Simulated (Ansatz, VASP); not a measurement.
ZnCd3O in VASP and in Ansatz

```
Zn Cd O
1.0
     4.81827    0.00000    0.00000
     0.00000    4.81827    0.00000
     0.00000    0.00000    4.81827
Zn Cd O
1 3 1
Direct
  0.50000 0.50000 0.50000
  0.50000 0.00000 0.00000
  0.00000 0.50000 0.00000
  0.00000 0.00000 0.50000
  0.00000 0.00000 0.00000
```

Alike in both runs: task single point; functional PBE; k mesh 4 × 4 × 4; occupations gaussian, width 0.1 eV; collinear spin.

|  | VASP | Ansatz |
| --- | --- | --- |
| version | VASP 6.6.1 | Ansatz 0.2.0 |
| potentials or method | VASP PAW PBE potentials, release 64 (Zn, Cd, O), cutoff 520 eV | scalar-relativistic, plane waves, PAW |
| valence electrons in the cell | 54 | 78 |

```tsv
	VASP	Ansatz	Ansatz less VASP
gap on the k mesh at the Fermi level (eV)	none	none	-
pressure (GPa)	-5.1	-5.4	-0.28
net moment per atom (μB)	0.00	0.00	0.000
```

A gap of «none» marks a metal or a gap that the smearing closes. VASP's potentials hold 54 valence electrons a cell and Ansatz's 78, so a difference there can come from the potentials and not from the codes. Ansatz's warnings: seeded moment not kept.
